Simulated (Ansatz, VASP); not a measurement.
**Cu in VASP and in Ansatz**

```
Cu
1.0
     2.38844    0.00000    0.00000
    -1.19422    2.06845    0.00000
     0.00000    0.00000    4.40047
Cu
2
Direct
  0.33333 0.66667 0.25000
  0.66667 0.33333 0.75000
```

Alike in both runs: task single point; functional PBEsol; k mesh 24 × 24 × 12; occupations gaussian, width 0.15 eV; no spin polarisation.

|  | VASP | Ansatz |
| --- | --- | --- |
| version | VASP 6.6.1 | Ansatz 0.2.0 |
| potentials or method | VASP PAW PBE potentials, release 64 (Cu), cutoff 520 eV | scalar-relativistic, plane waves, PAW |
| valence electrons in the cell | 22 | 38 |

|  | VASP | Ansatz | Ansatz less VASP |
| --- | --- | --- | --- |
| gap on the k mesh at the Fermi level (eV) | none | none | - |
| pressure (GPa) | 12.0 | 10.8 | -1.17 |
| traceless stress, the component that is largest in VASP (GPa) | -18.68 | -18.63 | +0.050 |

VASP's potentials were made for PBE, not for PBEsol. A gap of «none» marks a metal or a gap that the smearing closes. VASP's potentials hold 22 valence electrons a cell and Ansatz's 38, so a difference there can come from the potentials and not from the codes.
